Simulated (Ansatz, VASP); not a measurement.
**NaCl in VASP and in Ansatz**

INCAR

```
PREC = Accurate
ENCUT = 520
EDIFF = 1E-6
ISMEAR = 0
SIGMA = 0.05
LREAL = F
LASPH = T
NELM = 60
ALGO = Normal
ISIF = 2
LWAVE = F
LCHARG = T
GGA = PS
LELF = T
LVHAR = T
NBANDS = 14
```

Contents of KPOINTS:

```
regular mesh
0
Gamma
  8 8 8
```

The input POSCAR:

```
NaCl
1.0
    0.0000000000      2.7609562500      2.8317500000
    2.9025437500      0.0000000000      2.8317500000
    2.9025437500      2.7609562500      0.0000000000
Na Cl
1 1
Direct
    0.0000000000      0.0000000000      0.0000000000
    0.5000000000      0.5000000000      0.5000000000
```

Input for Ansatz:

```yaml
crystal:
  lattice:
    - [0.0, 2.76095625, 2.83175]
    - [2.90254375, 0.0, 2.83175]
    - [2.90254375, 2.76095625, 0.0]
  atoms:
    - { symbol: Na, position: [0.0, 0.0, 0.0] }
    - { symbol: Cl, position: [0.5, 0.5, 0.5] }
basis:
  ecutwfc: 420
kpoints:
  mp_grid: { grid: [8, 8, 8] }
hamiltonian:
  xc: pbesol
scf:
  occupations: { method: gaussian, width: 0.05 }
output:
  forces: true
  stress: true
  eigenvalues: true
```

Change from the starting cell: strain +0.0250 x Voigt [1, -1, 0, 0, 0, 0], atoms carried along.

Alike in both runs: task single point; functional PBEsol; k mesh 8 × 8 × 8; occupations gaussian, width 0.05 eV; no spin polarisation.

```csv
,VASP,Ansatz
version,VASP 6.6.1,Ansatz 0.2.0
potentials or method,"VASP PAW PBE potentials, release 64 (Na_pv, Cl), cutoff 520 eV","scalar-relativistic, plane waves, PAW"
valence electrons in the cell,14,16
```

|  | VASP | Ansatz | Ansatz less VASP |
| --- | --- | --- | --- |
| gap on the k mesh at the Fermi level (eV) | 4.87 | 4.88 | +0.004 |
| least direct gap on the mesh (eV) | 4.87 | 4.88 | +0.004 |
| pressure (GPa) | -0.6 | -0.7 | -0.01 |
| traceless stress, the component that is largest in VASP (GPa) | 0.98 | 0.96 | -0.018 |

VASP's potentials were made for PBE, not for PBEsol. The functional is the same, so the differences come from potentials, cutoffs and numerics. VASP's potentials hold 14 valence electrons a cell and Ansatz's 16, so a difference there can come from the potentials and not from the codes.
